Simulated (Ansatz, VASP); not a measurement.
# One calculation of Bi2Se3, two programs

```
CELL_PARAMETERS angstrom
4.00241 0.00000 0.00000
0.00000 4.00241 0.00000
0.00000 0.00000 9.18633
ATOMIC_POSITIONS crystal
Bi 0.50000 0.50000 0.53714
Bi 0.00000 0.00000 0.77263
Se 0.00000 0.00000 0.42896
Se 0.50000 0.00000 0.03514
Se 0.00000 0.50000 0.03514
```

Alike in both runs: functional PBE; k mesh 10 × 10 × 4; occupations gaussian, width 0.1 eV; no spin polarisation.

Ansatz relaxed the structure, and its values are those at the end. VASP's run is a single point on that final structure, the one shown.

```csv
,VASP,Ansatz
version,VASP 6.6.1,Ansatz 0.2.0
potentials or method,"VASP PAW PBE potentials, release 64 (Bi_d, Se), cutoff 520 eV","scalar-relativistic, plane waves, PAW"
valence electrons in the cell,48,78
```

```tsv
	VASP	Ansatz	Ansatz less VASP
gap on the k mesh at the Fermi level (eV)	none	none	-
pressure (GPa)	0.0	0.0	+0.01
rms of the force components (eV/Å)	0.005	0.005	-0.0003
```

A gap of «none» marks a metal or a gap that the smearing closes. VASP's potentials hold 48 valence electrons a cell and Ansatz's 78, so a difference there can come from the potentials and not from the codes.

Spin-orbit coupling is off throughout.
